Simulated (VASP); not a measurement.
Crystal: Bi.

```
Bi
1.0
     2.29246    1.32355    4.04675
    -2.29246    1.32355    4.04675
     0.00000   -2.64710    4.04675
Bi
2
Cartesian
  0.0000 0.0000 2.8373
  0.0000 0.0000 9.3029
```

Base run:

| Quantity | Value |
| --- | --- |
| Program | VASP 6.6.1 |
| Functional | PBE |
| Potentials or basis | VASP PAW PBE potentials, release 64 (Bi_d) |
| Cutoff | 520 eV |
| k mesh | 8 × 8 × 8 |
| Occupations | gaussian, width 0.01 eV |
| Spin | no spin polarisation |

Its results: band gap on the k mesh zero (bands 15 and 16 overlap by 0.15 eV); pressure 0.0 GPa; largest force 0.026 eV/Å.

Question: The run is repeated on the same cell with these changes: occupations from gaussian, width 0.01 eV to gaussian, width 1 eV. What comes out?

Answer: Band gap on the k mesh zero (bands 15 and 16 overlap by 0.16 eV); pressure 0.5 GPa; largest force 0.265 eV/Å.

Caveats: spin-orbit coupling is left out, which moves the levels of the heavy elements; so wide a smearing shifts energies and pressures (at least some runs).
